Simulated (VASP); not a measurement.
# Bi (Im-3m) in VASP: a series of runs

Bi is run at these levels: PBEsol; tasks: single point, relaxation of cell and atoms.

All numbers are computed with VASP 6.6.1; they aren't measurements. Logs are shortened: lines on timing, memory, paths and dates and some standing lists are left out, and cuts for length are marked.

### 1 The cell of the first run

It takes space group Im-3m (No. 229, cubic). Conventional cell: a = 3.779 Å, b = 3.779 Å, c = 3.779 Å, α = 90.00°, β = 90.00°, γ = 90.00°. Bi (site symmetry m-3m) has 14 Bi at 3.27 to 3.78 Å within 4.3 Å.

### 2 Single point, PBEsol (volume scaled by 0.9)

The input, INCAR:

```
  ALGO = Normal
  EDIFF = 1E-6
  ENCUT = 520
  GGA = PS
  ISIF = 2
  ISMEAR = -1
  LASPH = T
  LCHARG = F
  LREAL = F
  LWAVE = F
  NBANDS = 14
  NELM = 100
  PREC = Accurate
  SIGMA = 0.08
```

The input, KPOINTS:

```
k-points
0
Gamma
  15 15 15
```

The input, POSCAR:

```
Bi
1.0
   -1.8897060520      1.8897060520      1.8897060520
    1.8897060520     -1.8897060520      1.8897060520
    1.8897060520      1.8897060520     -1.8897060520
Bi
1
Direct
    0.0000000000      0.0000000000      0.0000000000
```

Potentials or basis: VASP PAW PBE potentials, release 64 (Bi_d).

Run with:

```
$ cat potpaw_PBE.64/Bi_d/POTCAR > POTCAR
$ mpirun -np 1 vasp_std > vasp.out
```

OUTCAR:

```text
EDIFF = 1E-6
   ENCUT = 520
   GGA = PS
   ISIF = 2
   ISMEAR = -1
   LASPH = T
   LREAL = F
   NELM = 100
   PREC = Accurate

 ion  position               nearest neighbor table
   1  0.000  0.000  0.000-

  LATTYP: Found a body centered cubic cell.
 ALAT       =     3.7794121040

  Lattice vectors:

 A1 = (  -1.8897060520,   1.8897060520,   1.8897060520)
 A2 = (   1.8897060520,  -1.8897060520,   1.8897060520)
 A3 = (   1.8897060520,   1.8897060520,  -1.8897060520)

Analysis of symmetry for initial positions (statically):
=====================================================================
 Subroutine PRICEL returns:
 Original cell was already a primitive cell.

 Routine SETGRP: Setting up the symmetry group for a
 body centered cubic supercell.

 Subroutine GETGRP returns: Found 48 space group operations
 (whereof 48 operations were pure point group operations)
 out of a pool of 48 trial point group operations.

The static configuration has the point symmetry O_h .

Analysis of symmetry for dynamics (positions and initial velocities):
=====================================================================
 Subroutine PRICEL returns:
 Original cell was already a primitive cell.

 Routine SETGRP: Setting up the symmetry group for a
 body centered cubic supercell.

 Subroutine GETGRP returns: Found 48 space group operations
 (whereof 48 operations were pure point group operations)
 out of a pool of 48 trial point group operations.

The dynamic configuration has the point symmetry O_h .

 Subroutine INISYM returns: Found 48 space group operations
 (whereof 48 operations are pure point group operations),
 and found     1 'primitive' translations

----------------------------------------------------------------------------------------

                                     Primitive cell

  volume of cell :      26.9925

  direct lattice vectors                    reciprocal lattice vectors
    -1.889706052  1.889706052  1.889706052     0.000000000  0.264591416  0.264591416
     1.889706052 -1.889706052  1.889706052     0.264591416  0.000000000  0.264591416
     1.889706052  1.889706052 -1.889706052     0.264591416  0.264591416  0.000000000

  length of vectors
     3.273066893  3.273066893  3.273066893     0.374188769  0.374188769  0.374188769

  position of ions in fractional coordinates (direct lattice)
     0.000000000  0.000000000  0.000000000

  ion indices of the primitive-cell ions
   primitive index   ion index
                 1           1

----------------------------------------------------------------------------------------

 KPOINTS: k-points

Automatic generation of k-mesh.
 Grid dimensions read from file:
 generate k-points for:   15   15   15

 Generating k-lattice:

  Cartesian coordinates                     Fractional coordinates (reciprocal lattice)
     0.000000000  0.017639428  0.017639428     0.066666667  0.000000000  0.000000000
     0.017639428  0.000000000  0.017639428     0.000000000  0.066666667  0.000000000
     0.017639428  0.017639428  0.000000000     0.000000000  0.000000000  0.066666667

  Length of vectors
     0.024945918  0.024945918  0.024945918

  Shift w.r.t. Gamma in fractional coordinates (k-lattice)
     0.000000000  0.000000000  0.000000000

 Subroutine IBZKPT returns following result:
 ===========================================

 Found    120 irreducible k-points:

 Following reciprocal coordinates:
            Coordinates               Weight
  0.000000  0.000000  0.000000      1.000000
  0.066667  0.000000  0.000000     12.000000
  0.133333  0.000000  0.000000     12.000000
  0.200000  0.000000  0.000000     12.000000
  0.266667  0.000000  0.000000     12.000000
  0.333333  0.000000  0.000000     12.000000
[... 16 lines left out ...]
  0.333333  0.200000  0.000000     48.000000
  0.400000  0.200000  0.000000     24.000000
 [... further k-points ...]
   k-points           NKPTS =    120   k-points in BZ     NKDIM =    120   number of bands    NBANDS=     14
   number of dos      NEDOS =    301   number of ions     NIONS =      1
   total plane-waves  NPLWV =  13824
   dimension x,y,z NGX =    24 NGY =   24 NGZ =   24
   dimension x,y,z NGXF=    48 NGYF=   48 NGZF=   48
   ions per type =               1
   NGX,Y,Z   is equivalent  to a cutoff of  12.19, 12.19, 12.19 a.u.
   NGXF,Y,Z  is equivalent  to a cutoff of  24.38, 24.38, 24.38 a.u.
 SYSTEM =  unknown system
   PREC   = accura    normal or accurate (medium, high low for compatibility)
   ISTART =      0    job   : 0-new  1-cont  2-samecut
   ICHARG =      2    charge: 1-file 2-atom 10-const
   ISPIN  =      1    spin polarized calculation?
   LNONCOLLINEAR =      F non collinear calculations
   LSORBIT =      F    spin-orbit coupling
   LASPH  =      T    aspherical Exc in radial PAW
   ENCUT  =  520.0 eV  38.22 Ry    6.18 a.u.   6.09  6.09  6.09*2*pi/ulx,y,z
   NELM   =    100;   NELMIN=  2; NELMDL= -5     # of ELM steps
   EDIFF  = 0.1E-05   stopping-criterion for ELM
   LREAL  =      F    real-space projection
   EDIFFG = 0.1E-04   stopping-criterion for IOM
   NSW    =      0    number of steps for IOM
   IBRION =     -1    ionic relax: 0-MD 1-quasi-New 2-CG
   NFREE  =      0    steps in history (QN), initial steepest desc. (CG)
   ISIF   =      2    stress and relaxation
   ISYM   =      2    0-nonsym 1-usesym 2-fastsym
   POTIM  = 0.5000    time-step for ionic-motion
   TEBEG  =    0.0;   TEEND  =   0.0 temperature during run
   PSTRESS=    0.0 pullay stress
   NELECT =      15.0000    total number of electrons
   NUPDOWN=      -1.0000    fix difference up-down
   EMIN   =  10.00;   EMAX   =-10.00  energy-range for DOS
   EFERMI =   0.00;   METHOD = LEGACY
   ISMEAR =    -1;   SIGMA  =   0.08  broadening in eV -4-tet -1-fermi 0-gaus
   EFERMI_NEDOS =   21; number of points for ismear=-14 and -15
   IALGO  =     38    algorithm
   IMIX   =      4    mixing-type and parameters
     AMIX     =   0.40;   BMIX     =  1.00
     AMIX_MAG =   1.60;   BMIX_MAG =  1.00
  volume/ion in A,a.u.               =      26.99       182.15
  Fermi-wavevector in a.u.,A,eV,Ry     =   1.345936  2.543450 24.647540  1.811543
  Thomas-Fermi vector in A             =   2.473808
   LORBIT       =      0    0 simple, 1 ext, 2 COOP (PROOUT), +10 PAW based schemes
   GGA     = PS    functional components
   LHFCALC =     F    Hartree Fock is set to
   AEXX    =    0.0000 exact exchange contribution
   IVDW    =     0    specifies the selected vdW correction
   LEPSILON=     F    determine dielectric tensor
   LRPA    =     F    only Hartree local field effects (RPA)
 non-spin polarized calculation
  energy-cutoff  :      520.00
  volume of cell :       26.99
 maximum number of plane-waves:       740
   NGX = 13   NGY = 13   NGZ = 13

 number of electron      14.9999998 magnetization

 Free energy of the ion-electron system (eV)
  ---------------------------------------------------
  ext. energy  EPLUGINS =         0.00000000
  ---------------------------------------------------
  free energy    TOTEN  =        -4.15451308 eV

  energy without entropy =       -4.14235652  energy(sigma->0) =       -4.14843480

 E-fermi :   9.6514     XC(G=0): -11.1362

 val. band max:        9.5769723247   @ k =  -0.3333   0.3333   0.2667
 cond. band min:       9.6686927857   @ k =  -0.4667   0.4667   0.2000
 fundamental gap:      0.0917204610
 Fermi energy:         9.6513767131

 k-point     1 :       0.0000    0.0000    0.0000
  band No.  band energies     occupation
      1     -13.4534      2.00000
      2     -13.4534      2.00000
      3     -13.4534      2.00000
      4     -13.2472      2.00000
      5     -13.2472      2.00000
      6      -4.9804      2.00000
      7      15.8675      0.00000
      8      15.8675      0.00000
      9      15.8675      0.00000
     10      20.1168      0.00000
     11      20.1168      0.00000
     12      20.1168      0.00000
     13      20.7537      0.00000
     14      22.3151      0.00000

 k-point     2 :       0.0667    0.0000    0.0000
  band No.  band energies     occupation
      1     -13.4563      2.00000
      2     -13.4490      2.00000
      3     -13.4394      2.00000
      4     -13.2506      2.00000
      5     -13.2477      2.00000
      6      -4.8843      2.00000
      7      14.8537      0.00000
      8      15.5388      0.00000
      9      15.7529      0.00000
     10      19.4215      0.00000
     11      19.8164      0.00000
     12      20.0109      0.00000
     13      21.3946      0.00000
     14      22.7319      0.00000

 k-point     3 :       0.1333    0.0000    0.0000
  band No.  band energies     occupation
      1     -13.4646      2.00000
      2     -13.4375      2.00000
      3     -13.3995      2.00000
      4     -13.2594      2.00000
      5     -13.2489      2.00000
      6      -4.5968      2.00000
      7      12.8224      0.00000
      8      14.7607      0.00000
      9      15.4206      0.00000
     10      18.4561      0.00000
     11      19.2608      0.00000
     12      19.9566      0.00000
     13      22.1378      0.00000
     14      23.7825      0.00000

 k-point     4 :       0.2000    0.0000    0.0000
  band No.  band energies     occupation
      1     -13.4768      2.00000
      2     -13.4242      2.00000
      3     -13.3400      2.00000
      4     -13.2697      2.00000
      5     -13.2507      2.00000
      6      -4.1214      2.00000
      7      10.6103      0.00001
      8      13.8483      0.00000
      9      14.9402      0.00000
     10      17.6575      0.00000
     11      18.7287      0.00000
     12      20.1934      0.00000
     13      22.5078      0.00000
     14      25.0807      0.00000

 k-point     5 :       0.2667    0.0000    0.0000
  band No.  band energies     occupation
      1     -13.4907      2.00000
      2     -13.4162      2.00000
      3     -13.2752      2.00000
      4     -13.2708      2.00000
      5     -13.2527      2.00000
      6      -3.4694      2.00000
      7       8.4708      2.00000
      8      12.9899      0.00000
      9      14.4271      0.00000
     10      17.0454      0.00000
     11      18.2890      0.00000
[... 276 lines left out ...]
 k-point    22 :       0.2667    0.2000    0.0000
  band No.  band energies     occupation
      1     -13.4788      2.00000
      2     -13.3895      2.00000
      3     -13.2766      2.00000
      4     -13.2711      2.00000
      5     -13.1863      2.00000
      6      -1.7189      2.00000
      7       5.9153      2.00000
      8       8.9183      1.99979
      9      12.7653      0.00000
     10      18.3396      0.00000
     11      19.7394      0.00000
     12      22.4076      0.00000
     13      24.0900      0.00000
     14      24.9775      0.00000

 k-point    23 :       0.3333    0.2000    0.0000
  band No.  band energies     occupation
      1     -13.4819      2.00000
      2     -13.3821      2.00000
      3     -13.2776      2.00000
      4     -13.2635      2.00000
      5     -13.1711      2.00000
      6      -1.0072      2.00000
      7       4.8755      2.00000
      8       8.3479      2.00000
      9      12.5212      0.00000
     10      18.1758      0.00000
     11      20.6117      0.00000
     12      22.2528      0.00000
     13      22.9892      0.00000
     14      26.9703      0.00000

 k-point    24 :       0.4000    0.2000    0.0000
  band No.  band energies     occupation
      1     -13.4831      2.00000
      2     -13.3802      2.00000
      3     -13.2795      2.00000
      4     -13.2576      2.00000
      5     -13.1665      2.00000
      6      -0.6877      2.00000
      7       4.4344      2.00000
      8       8.1668      2.00000
      9      12.4383      0.00000
     10      18.1158      0.00000
     11      21.3419      0.00000
     12      22.1653      0.00000
     13      22.1896      0.00000
     14      28.4708      0.00000

 [... further k-points ...]
[... 5 lines left out ...]
  --------------------------------------------------------------------------------------
  -------------------------------------------------------------------------------------
  Total        1.3725236      1.3725236      1.3725236      0.0000000      0.0000000      0.0000000
  in kB       81.4681121     81.4681121     81.4681121      0.0000000      0.0000000      0.0000000
  external PRESSURE =      81.4681121 kB  Pullay stress =       0.0000000 kB

 VOLUME and BASIS-vectors are now :
 -----------------------------------------------------------------------------
  energy-cutoff  :      520.00
  volume of cell :       26.99
      direct lattice vectors                 reciprocal lattice vectors
    -1.889706052  1.889706052  1.889706052     0.000000000  0.264591416  0.264591416
     1.889706052 -1.889706052  1.889706052     0.264591416  0.000000000  0.264591416
     1.889706052  1.889706052 -1.889706052     0.264591416  0.264591416  0.000000000

 POSITION                                       TOTAL-FORCE (eV/Angst)
 -----------------------------------------------------------------------------------
      0.00000      0.00000      0.00000        -0.000000      0.000000     -0.000000
 -----------------------------------------------------------------------------------
    total drift:                                0.000000      0.000000     -0.000000

  FREE ENERGIE OF THE ION-ELECTRON SYSTEM (eV)
  ---------------------------------------------------
  free  energy   TOTEN  =        -4.1545130778 eV

  energy  without entropy=       -4.1423565176  energy(sigma->0) =       -4.14843480
```

Run time: 18 s. Hardware: 1 thread of Intel Xeon 6975P-C, shared host; peak memory 0.16 GiB.

Results:

- Free energy: -4.1545 eV
- Pressure: 8.1 GPa

Caveat: the cell differs from its parent crystal (volume scaled by 0.9); the PAW data sets were made with another functional, which shifts forces and pressure a little; spin-orbit coupling is left out, which moves the levels of the heavy elements.

### 3 Single point, PBEsol (volume scaled by 0.9)

The input, INCAR:

```
SYSTEM = Bi
PREC = Accurate
ENCUT = 520
EDIFF = 1E-7
ISMEAR = -1
SIGMA = 0.08
LREAL = .FALSE.
LASPH = .TRUE.
NELM = 60
ALGO = Normal
ISIF = 2
LWAVE = .FALSE.
LCHARG = .FALSE.
GGA = PS
NBANDS = 14
```

The input, KPOINTS:

```
Automatic mesh
0
G
  15 15 15
  0 0 0
```

POSCAR is that of step 2.

Potentials or basis: VASP PAW PBE potentials, release 64 (Bi_d).

Run with:

```
$ cat potpaw_PBE.64/Bi_d/POTCAR > POTCAR
$ mpirun -np 1 vasp_std > vasp.out
```

It took 22 s on 1 thread of Intel Xeon 6975P-C, shared host; peak memory 0.16 GiB.

Results (log left out):

```
Free energy : -4.1545 eV
Pressure    : 8.2 GPa
```

Levels at points of the mesh, in eV from the Fermi level:
```csv
k point,band 3,band 4,band 5,band 6,band 7,band 8,band 9,band 10,band 11,band 12
"(0.00, 0.00, 0.00)",-23.10,-22.90,-22.90,-14.63,6.22,6.22,6.22,10.47,10.47,10.47
```

Caveat: the cell differs from its parent crystal (volume scaled by 0.9); the PAW data sets were made with another functional, which shifts forces and pressure a little; spin-orbit coupling is left out, which moves the levels of the heavy elements.

### 4 Single point, PBEsol

This run uses another cell than the first one, of 29.99 Å³/atom, 1.111 times its volume.

The input, INCAR:

```
SYSTEM = Bi
  PREC = Accurate
  ENCUT = 520
  EDIFF = 1E-6
  ISMEAR = -1
  SIGMA = 0.08
  LREAL = .FALSE.
  LASPH = .TRUE.
  NELM = 80
  ALGO = Normal
  ISIF = 2
  LWAVE = .FALSE.
  LCHARG = .FALSE.
  GGA = PS
  NBANDS = 14
```

KPOINTS is that of step 3.

The input, POSCAR:

```
Bi
1.0
   -1.9572520238      1.9572520238      1.9572520238
    1.9572520238     -1.9572520238      1.9572520238
    1.9572520238      1.9572520238     -1.9572520238
Bi
1
Direct
    0.0000000000      0.0000000000      0.0000000000
```

Run with:

```
$ cat potpaw_PBE.64/Bi_d/POTCAR > POTCAR
$ mpirun -np 1 vasp_std > vasp.out
```

It took 38 s on 1 thread of Intel Xeon 6975P-C, shared host; peak memory 0.18 GiB.

The run converged. Its results:

```
Free energy : -4.2245 eV
Pressure    : -0.1 GPa
```

Levels at points of the mesh, in eV from the Fermi level:
```csv
k point,band 5,band 6,band 7,band 8,band 9,band 10
"(0.00, 0.00, 0.00)",-22.85,-13.81,5.37,5.37,5.37,9.57
```

Caveat: the PAW data sets were made with another functional, which shifts forces and pressure a little; spin-orbit coupling is left out, which moves the levels of the heavy elements.

### 5 Relaxation of cell and atoms, PBEsol

This run uses another cell than the first one, of 32.00 Å³/atom, 1.186 times its volume.

The input, INCAR:

```
ALGO = Normal
EDIFF = 1E-6
EDIFFG = -0.005
ENCUT = 600
GGA = PS
IBRION = 2
ISIF = 3
ISMEAR = -1
LASPH = T
LCHARG = F
LREAL = F
LWAVE = F
NELM = 80
NSW = 60
PREC = Accurate
SIGMA = 0.08
```

The input, KPOINTS:

```
k-points
0
Gamma
  15 15 15
```

The input, POSCAR:

```
Bi
1.0
   -2.0000000000      2.0000000000      2.0000000000
    2.0000000000     -2.0000000000      2.0000000000
    2.0000000000      2.0000000000     -2.0000000000
Bi
1
Direct
    0.0000000000      0.0000000000      0.0000000000
```

Run with:

```
$ cat potpaw_PBE.64/Bi_d/POTCAR > POTCAR
$ mpirun -np 1 vasp_std > vasp.out
```

Wall time 77 s (1 thread of Intel Xeon 6975P-C, shared host); peak memory 0.2 GiB.

Results (log left out):

```
Free energy                            : -4.2250 eV
Relaxed volume                         : 30.00 Å³/atom
Relaxed cell                           : a = 3.390 Å, b = 3.390 Å, c = 3.390 Å, α = 109.47°, β = 109.47°, γ = 109.47°
Space group after relaxing (to 0.05 Å) : Im-3m (No. 229)
Energy gained by relaxing              : 22.3 meV/atom
Ionic steps                            : 3
Pressure after relaxing                : 0.0 GPa
```

The path:
| step | energy change (eV) | largest force (eV/Å) | pressure (GPa) | volume (Å³) |
| --- | --- | --- | --- | --- |
| 1 | 0.0000 | 0.0000 | -3.34 | 32.00 |
| 2 | -0.0156 | 0.0000 | 2.22 | 29.01 |
| 3 | -0.0223 | 0.0000 | 0.02 | 30.00 |

Final structure:
```yaml
crystal:
  lattice:
    - [-1.95744, 1.95744, 1.95744]
    - [1.95744, -1.95744, 1.95744]
    - [1.95744, 1.95744, -1.95744]
  atoms:
    - { symbol: Bi, position: [0.00000, 0.00000, 0.00000] }
```

Levels at points of the mesh, in eV from the Fermi level:
| k point | band 3 | band 4 | band 5 | band 6 | band 7 | band 8 | band 9 | band 10 | band 11 |
| --- | --- | --- | --- | --- | --- | --- | --- | --- | --- |
| (0.00, 0.00, 0.00) | -23.00 | -22.85 | -22.85 | -13.81 | 5.36 | 5.36 | 5.36 | 9.56 | 10.46 |

Caveat: the PAW data sets were made with another functional, which shifts forces and pressure a little; spin-orbit coupling is left out, which moves the levels of the heavy elements.

### 6 Summary

| task | cell | cutoff (eV) | gap on the mesh (eV) | pressure (GPa) |
| --- | --- | --- | --- | --- |
| single point | a = 3.273 Å, angles 109.5°, 1 atom | 520 | none | 8.2 |
| single point | a = 3.390 Å, angles 109.5°, 1 atom | 520 | none | -0.1 |
| relaxation of cell and atoms | relaxed from a = 3.464 Å, angles 109.5°, 1 atom | 600 | none | 0.0 |

Alike in all rows: level PBEsol; potentials or basis VASP PAW PBE potentials, release 64 (Bi_d); no spin polarisation; k mesh 15 × 15 × 15; smearing fermi-dirac 0.08 eV.

Caveats: the PAW data sets were made with another functional, which shifts forces and pressure a little; spin-orbit coupling is left out, which moves the levels of the heavy elements.

Absolute energies hang on the potentials; compare differences alone.
